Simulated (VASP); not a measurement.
# CdTe in VASP: further runs

CdTe is run at these levels: PBE; tasks: single point, relaxation of the atoms.

Everything below comes from runs of VASP 6.6.1. Logs are shortened: lines on timing, memory, paths and dates and some standing lists are left out, and cuts for length are marked.

## Step 1: The cell of the first run

Symmetry: I-4m2, No. 119, tetragonal system. The conventional cell has a = 4.441 Å, b = 4.441 Å, c = 6.406 Å, α = 90.00°, β = 90.00°, γ = 90.00°. Within 3.6 Å of Cd (site symmetry -4m2) lie 4 Te at 2.74 Å. Within 3.6 Å of Te (site symmetry -4m2) lie 4 Cd at 2.74 Å.

## Step 2: Single point, PBE (z stretched by +2 %, then relaxed in part)

INCAR

```
SYSTEM = CdTe
ALGO = Normal ; EDIFF = 1E-6
ENCUT = 520 ; GGA = PE
ISIF = 2 ; ISMEAR = -1
LASPH = .TRUE. ; LCHARG = .FALSE.
LREAL = .FALSE. ; LWAVE = .FALSE.
NBANDS = 16 ; NELM = 80
PREC = Accurate ; SIGMA = 0.02
```

KPOINTS

```
k-points
0
G
  12 12 12
  0 0 0
```

POSCAR

```
CdTe
1.0
    0.0000000000      3.1400000000      3.2028000000
    3.1400000000      0.0000000000      3.2028000000
    3.1400000000      3.1400000000      0.0000000000
Cd Te
1 1
Direct
    0.0000000000      0.0000000000      0.0000000000
    0.2500000000      0.2500000000      0.2500000000
```

Potentials or basis: VASP PAW PBE potentials, release 64 (Cd, Te).

The run is started by

```bash
cat potpaw_PBE.64/Cd/POTCAR potpaw_PBE.64/Te/POTCAR > POTCAR
mpirun -np 1 vasp_std > vasp.out
```

OUTCAR:

```text
SYSTEM = CdTe
   EDIFF = 1E-6
   ENCUT = 520
   GGA = PE
   ISIF = 2
   ISMEAR = -1
   LASPH = .TRUE.
   LREAL = .FALSE.
   NELM = 80
   PREC = Accurate

 ion  position               nearest neighbor table
   1  0.000  0.000  0.000-   2 2.74   2 2.74   2 2.74   2 2.74
   2  0.250  0.250  0.250-   1 2.74   1 2.74   1 2.74   1 2.74

  LATTYP: Found a body centered tetragonal cell.
 ALAT       =     4.4406305859
 C/A-ratio  =     1.4424978336

  Lattice vectors:

 A1 = (  -3.1400000000,   0.0000000000,   3.2028000000)
 A2 = (   3.1400000000,   0.0000000000,   3.2028000000)
 A3 = (   0.0000000000,   3.1400000000,  -3.2028000000)

Analysis of symmetry for initial positions (statically):
=====================================================================
 Subroutine PRICEL returns:
 Original cell was already a primitive cell.

 Routine SETGRP: Setting up the symmetry group for a
 body centered tetragonal supercell.

 Subroutine GETGRP returns: Found  8 space group operations
 (whereof  8 operations were pure point group operations)
 out of a pool of 16 trial point group operations.

The static configuration has the point symmetry D_2d.

Analysis of symmetry for dynamics (positions and initial velocities):
=====================================================================
 Subroutine PRICEL returns:
 Original cell was already a primitive cell.

 Routine SETGRP: Setting up the symmetry group for a
 body centered tetragonal supercell.

 Subroutine GETGRP returns: Found  8 space group operations
 (whereof  8 operations were pure point group operations)
 out of a pool of 16 trial point group operations.

The dynamic configuration has the point symmetry D_2d.

 Subroutine INISYM returns: Found  8 space group operations
 (whereof  8 operations are pure point group operations),
 and found     1 'primitive' translations

----------------------------------------------------------------------------------------

                                     Primitive cell

  volume of cell :      63.1567

  direct lattice vectors                    reciprocal lattice vectors
     0.000000000  3.140000000  3.202800000    -0.159235669  0.159235669  0.156113401
     3.140000000  0.000000000  3.202800000     0.159235669 -0.159235669  0.156113401
     3.140000000  3.140000000  0.000000000     0.159235669  0.159235669 -0.156113401

  length of vectors
     4.485256720  4.485256720  4.440630586     0.274013486  0.274013486  0.274013486

[... 79 lines left out ...]
   NELM   =     80;   NELMIN=  2; NELMDL= -5     # of ELM steps
   EDIFF  = 0.1E-05   stopping-criterion for ELM
   LREAL  =      F    real-space projection
   EDIFFG = 0.1E-04   stopping-criterion for IOM
   NSW    =      0    number of steps for IOM
   IBRION =     -1    ionic relax: 0-MD 1-quasi-New 2-CG
   NFREE  =      0    steps in history (QN), initial steepest desc. (CG)
   ISIF   =      2    stress and relaxation
   ISYM   =      2    0-nonsym 1-usesym 2-fastsym
   POTIM  = 0.5000    time-step for ionic-motion
   TEBEG  =    0.0;   TEEND  =   0.0 temperature during run
   PSTRESS=    0.0 pullay stress
   NELECT =      18.0000    total number of electrons
   NUPDOWN=      -1.0000    fix difference up-down
   EMIN   =  10.00;   EMAX   =-10.00  energy-range for DOS
   EFERMI =   0.00;   METHOD = LEGACY
   ISMEAR =    -1;   SIGMA  =   0.02  broadening in eV -4-tet -1-fermi 0-gaus
   EFERMI_NEDOS =   21; number of points for ismear=-14 and -15
   IALGO  =     38    algorithm
   IMIX   =      4    mixing-type and parameters
     AMIX     =   0.40;   BMIX     =  1.00
     AMIX_MAG =   1.60;   BMIX_MAG =  1.00
  volume/ion in A,a.u.               =      31.58       213.10
  Fermi-wavevector in a.u.,A,eV,Ry     =   1.077356  2.035908 15.792232  1.160696
  Thomas-Fermi vector in A             =   2.213266
   LORBIT       =      0    0 simple, 1 ext, 2 COOP (PROOUT), +10 PAW based schemes
   GGA     = PE    functional components
   LHFCALC =     F    Hartree Fock is set to
   AEXX    =    0.0000 exact exchange contribution
   IVDW    =     0    specifies the selected vdW correction
   LEPSILON=     F    determine dielectric tensor
   LRPA    =     F    only Hartree local field effects (RPA)
 non-spin polarized calculation
  energy-cutoff  :      520.00
  volume of cell :       63.16
 maximum number of plane-waves:      1727
 NGX is ok and might be reduce to    36
   NGX = 17   NGY = 17   NGZ = 17

 number of electron      18.0000003 magnetization

 Free energy of the ion-electron system (eV)
  ---------------------------------------------------
  ext. energy  EPLUGINS =         0.00000000
  ---------------------------------------------------
  free energy    TOTEN  =        -4.63319585 eV

  energy without entropy =       -4.63319585  energy(sigma->0) =       -4.63319585

 E-fermi :   3.4980     XC(G=0):  -8.9221

 val. band max:        3.0842556413   @ k =   0.0000   0.0000   0.0000
 cond. band min:       4.0629980871   @ k =   0.0000   0.0000   0.0000
 fundamental gap:      0.9787424458
 Fermi energy:         3.4980264100

 k-point     1 :       0.0000    0.0000    0.0000
  band No.  band energies     occupation
      1      -8.5715      2.00000
      2      -5.5176      2.00000
      3      -5.5123      2.00000
      4      -5.5123      2.00000
      5      -5.1966      2.00000
      6      -5.1914      2.00000
[... 433 lines left out ...]
      3      -5.4056      2.00000
      4      -5.2013      2.00000
      5      -5.1897      2.00000
      6      -4.7184      2.00000
[... 8 lines left out ...]
     15      12.5947      0.00000
     16      13.0178      0.00000

 [... further k-points ...]

------------------------ aborting loop because EDIFF is reached ----------------------------------------

  FORCE on cell =-STRESS in cart. coord.  units (eV):
  Direction    XX          YY          ZZ          XY          YZ          ZX
  --------------------------------------------------------------------------------------
  -------------------------------------------------------------------------------------
  Total        2.7439483      2.7439483      2.6540104      0.0000000      0.0000000      0.0000000
  in kB       69.6093200     69.6093200     67.3277485      0.0000000      0.0000000      0.0000000
  external PRESSURE =      68.8487962 kB  Pullay stress =       0.0000000 kB

 VOLUME and BASIS-vectors are now :
 -----------------------------------------------------------------------------
  energy-cutoff  :      520.00
  volume of cell :       63.16
      direct lattice vectors                 reciprocal lattice vectors
     0.000000000  3.140000000  3.202800000    -0.159235669  0.159235669  0.156113401
     3.140000000  0.000000000  3.202800000     0.159235669 -0.159235669  0.156113401
     3.140000000  3.140000000  0.000000000     0.159235669  0.159235669 -0.156113401

 POSITION                                       TOTAL-FORCE (eV/Angst)
 -----------------------------------------------------------------------------------
      0.00000      0.00000      0.00000         0.000000     -0.000000      0.000000
      1.57000      1.57000      1.60140         0.000000      0.000000     -0.000000
 -----------------------------------------------------------------------------------
    total drift:                               -0.000000     -0.000000      0.000000

  FREE ENERGIE OF THE ION-ELECTRON SYSTEM (eV)
  ---------------------------------------------------
  free  energy   TOTEN  =        -4.6331958516 eV

  energy  without entropy=       -4.6331958516  energy(sigma->0) =       -4.63319585
```

Wall time 96 s (1 thread of Intel Xeon Platinum 8488C (Sapphire Rapids), shared host); peak memory 0.33 GiB.

Results:

```yaml
Free_energy: -4.6332 eV
Pressure: 6.9 GPa
Band_gap_on_the_k_mesh: 0.98 eV
```

Stress tensor (GPa, compression positive):
```
6.96 0.00 0.00
0.00 6.96 0.00
0.00 0.00 6.73
```

Caveat: the cell differs from its parent crystal (z stretched by +2 %, then relaxed in part); the cell stands under pressure; spin-orbit coupling is left out, which moves the levels of the heavy elements.

## Step 3: Relaxation of the atoms, PBE (29.10 Å³/atom)

This run uses another cell than the first one, of 29.10 Å³/atom.

INCAR

```
SYSTEM = CdTe
ALGO = Normal ; EDIFF = 1E-6
EDIFFG = -0.02 ; ENCUT = 520
GGA = PE ; IBRION = 2
ISIF = 2 ; ISMEAR = -1
LASPH = .True. ; LCHARG = .False.
LREAL = .False. ; LWAVE = .False.
NELM = 80 ; NSW = 80
PREC = Accurate ; SIGMA = 0.02
```

KPOINTS

```
k-points
0
Gamma
  12 12 12
  0 0 0
```

POSCAR

```
CdTe
1.0
    0.0000000000      3.0759003814      3.0759003814
    3.0759003814      0.0000000000      3.0759003814
    3.0759003814      3.0759003814      0.0000000000
Cd Te
1 1
Direct
    0.0000000000      0.0000000000      0.0000000000
    0.2500000000      0.2500000000      0.2500000000
```

Potentials or basis: VASP PAW PBE potentials, release 64 (Cd, Te).

The run is started by

```bash
cat potpaw_PBE.64/Cd/POTCAR potpaw_PBE.64/Te/POTCAR > POTCAR
mpirun -np 1 vasp_std > vasp.out
```

It took 22 s on 1 thread of Intel Xeon Platinum 8488C (Sapphire Rapids), shared host; peak memory 0.21 GiB.

The run converged. Its results:

```
Free energy             : -4.3291 eV
Pressure after relaxing : 13.2 GPa
Band gap on the k mesh  : 1.26 eV
```

Final structure:
```yaml
crystal:
  lattice:
    - [0.00000, 3.07590, 3.07590]
    - [3.07590, 0.00000, 3.07590]
    - [3.07590, 3.07590, 0.00000]
  atoms:
    - { symbol: Cd, position: [0.00000, 0.00000, 0.00000] }
    - { symbol: Te, position: [0.25000, 0.25000, 0.25000] }
```

Levels at points of the mesh, in eV from the valence-band top:
| k point | band 6 | band 7 | band 8 | band 9 | band 10 | band 11 | band 12 | band 13 |
| --- | --- | --- | --- | --- | --- | --- | --- | --- |
| (0.00, 0.00, 0.00) | -8.58 | 0.00 | 0.00 | 0.00 | 1.26 | 4.44 | 4.44 | 4.44 |
| (0.50, 0.00, 0.00) | -8.08 | -5.43 | -1.04 | -1.04 | 1.96 | 5.08 | 5.08 | 7.04 |
| (0.50, 0.50, 0.00) | -7.88 | -5.14 | -2.47 | -2.47 | 2.21 | 2.55 | 9.77 | 9.92 |

Caveat: the relaxation stopped at its first step, so nothing moved; spin-orbit coupling is left out, which moves the levels of the heavy elements.
